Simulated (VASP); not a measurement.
# Ba: relaxation of cell and atoms with LDA

Crystal: Ba.

```xyz
4
Lattice="4.4545 0.0000 0.0000 -2.2272 3.8577 0.0000 0.0000 0.0000 14.5484" Properties=species:S:1:pos:R:3 pbc="T T T"
Ba    0.0000    0.0000    0.0000
Ba    0.0000    0.0000    7.2742
Ba    0.0000    2.5718    3.6371
Ba    2.2272    1.2859   10.9113
```

This isn't the form of Ba at room conditions, which is bcc.

```json
{
 "Program": "VASP 6.6.1",
 "Task": "relaxation of cell and atoms",
 "Functional": "LDA",
 "Potentials or basis": "VASP PAW LDA potentials, release 64 (Ba_sv)",
 "Cutoff": "600 eV",
 "k mesh": "8 × 8 × 3",
 "Occupations": "fermi-dirac, width 0.1 eV",
 "Spin": "no spin polarisation",
 "Dipole correction": "no",
 "Further INCAR settings": "ALGO = Normal; EDIFF = 1e-06; IBRION = 2; EDIFFG = -0.01; NSW = 80; ISIF = 3"
}
```

```json
{"Relaxed volume": "54.16 Å³/atom", "Relaxed cell": "a = 4.250 Å, b = 4.250 Å, c = 13.852 Å, α = 90.00°, β = 90.00°, γ = 120.00°", "Space group after relaxing (to 0.1 Å)": "P6_3/mmc (No. 194)", "Energy gained by relaxing": "31.6 meV/atom", "Ionic steps": "6", "Pressure after relaxing": "0.0 GPa", "Band gap on the k mesh": "zero (bands 20 and 21 overlap by 0.31 eV)"}
```

The path:
```csv
step,energy change (eV),largest force (eV/Å),pressure (GPa),volume (Å³)
1,0.0000,0.0000,-1.12,250.00
2,-0.0877,0.0000,-0.68,234.54
3,-0.1252,0.0000,-0.12,219.81
4,-0.1263,0.0000,0.00,216.89
5,-0.1262,0.0000,0.03,216.26
6,-0.1263,0.0000,0.01,216.64
```

Final structure:
```
CELL_PARAMETERS angstrom
4.24952 0.00000 0.00000
-2.12476 3.68019 0.00000
0.00000 0.00000 13.85231
ATOMIC_POSITIONS crystal
Ba 0.00000 0.00000 0.00000
Ba 0.00000 0.00000 0.50000
Ba 0.33333 0.66667 0.25000
Ba 0.66667 0.33333 0.75000
```

Levels at points of the mesh, in eV from the Fermi level:
```csv
k point,band 16,band 17,band 18,band 19,band 20,band 21,band 22,band 23,band 24
"(0.00, 0.00, 0.00)",-13.43,-2.83,-1.73,-1.72,-1.05,1.11,1.14,1.65,1.74
"(0.50, 0.00, 0.00)",-13.53,-1.03,-1.00,-0.62,-0.38,0.09,0.17,0.35,1.02
```

It took 4.5 min on 1 thread of Intel(R) Xeon(R) 6975P-C (Granite Rapids), with other jobs on the host, peak memory 0.38 GiB.

Caveat: spin-orbit coupling is left out, which moves the levels of the heavy elements.
